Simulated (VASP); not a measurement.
Here is a VASP 6.6.1 calculation.

The input INCAR:

```
  ALGO = Normal
  EDIFF = 1E-6
  ENCUT = 520
  ISIF = 2
  ISMEAR = -1
  LASPH = T
  LCHARG = T
  LELF = T
  LREAL = F
  LVHAR = T
  LWAVE = F
  NBANDS = 16
  NELM = 100
  PREC = Accurate
  SIGMA = 0.05
```

File KPOINTS:

```
k-points
0
Gamma
  12 12 12
```

POSCAR

```
TiTe
1.0
    0.0000000000      2.2161776396      2.2161776396
    2.2161776396      0.0000000000      2.2161776396
    2.2161776396      2.2161776396      0.0000000000
Ti Te
1 1
Direct
    0.0000000000      0.0000000000      0.0000000000
    0.5000000000      0.5000000000      0.5000000000
```

Potentials or basis: VASP PAW LDA potentials, release 64 (Ti_sv, Te).

Run with:

```console
$ cat potpaw_LDA.64/Ti_sv/POTCAR potpaw_LDA.64/Te/POTCAR > POTCAR
$ mpirun -np 1 vasp_std > vasp.out
```

(1) Predict the pressure.

(2) Estimate the band gap on the k mesh.

## Answers

(1) 246.3 GPa.

(2) zero (band 9 reaches 21.81 eV, above the bottom of band 10 at 19.74 eV).

Caveat: spin-orbit coupling is left out, which moves the levels of the heavy elements.
